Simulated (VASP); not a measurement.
## Cr: single point with PBEsol

The system is Cr.

```
Cr
1.0
     2.71400    0.00000    0.00000
    -1.35700    2.35039    0.00000
     0.00000    0.00000    4.41000
Cr
2
Direct
  0.66667 0.33333 0.75000
  0.33333 0.66667 0.25000
```

This isn't the form of Cr at room conditions, which is bcc.

* Program: VASP 6.6.1
* Task: single point
* Functional: PBEsol
* Potentials or basis: VASP PAW PBE potentials, release 64 (Cr_pv)
* Cutoff: 520 eV
* k mesh: 11 × 11 × 6
* Occupations: fermi-dirac, width 0.05 eV
* Spin: collinear spin, ferrimagnetic start
* Starting moments: [-1.14, 2.22] μB

```yaml
Pressure: -32.2 GPa
Net_moment: 1.69 μB per cell
Site_moments: Cr +0.78 μB
Valence_electrons_inside_the_program's_atomic_spheres: Cr 10.71
```

Stress tensor (GPa, compression positive):
```
-33.64   0.00   0.00
  0.00 -33.64   0.00
  0.00   0.00 -29.28
```

Levels at points of the mesh, in eV from the Fermi level:
Spin up:
| k point | band 9 | band 10 | band 11 | band 12 | band 13 | band 14 | band 15 | band 16 | band 17 | band 18 |
| --- | --- | --- | --- | --- | --- | --- | --- | --- | --- | --- |
| (0.00, 0.00, 0.00) | -0.65 | -0.65 | -0.61 | -0.28 | -0.28 | 0.17 | 0.17 | 0.40 | 1.41 | 1.41 |
| (0.00, 0.00, 0.50) | -1.11 | -1.11 | -0.71 | -0.71 | -0.71 | -0.71 | 1.06 | 1.06 | 1.06 | 1.06 |
Spin down:
| k point | band 8 | band 9 | band 10 | band 11 | band 12 | band 13 | band 14 | band 15 |
| --- | --- | --- | --- | --- | --- | --- | --- | --- |
| (0.00, 0.00, 0.00) | -3.10 | -0.01 | 0.06 | 0.06 | 0.44 | 0.44 | 0.68 | 0.93 |
| (0.00, 0.00, 0.50) | -4.86 | -0.57 | -0.57 | 0.00 | 0.00 | 0.00 | 0.00 | 1.84 |

It took 93 s on 1 thread of Intel(R) Xeon(R) 6975P-C (Granite Rapids) (shared host), peak memory 0.18 GiB.

Caveat: the cell stands under tension; an empty level that is flat over the whole mesh can mark a ghost state of the potentials, or a narrow d or f band; the PAW data sets were made with another functional, which shifts forces and pressure a little.
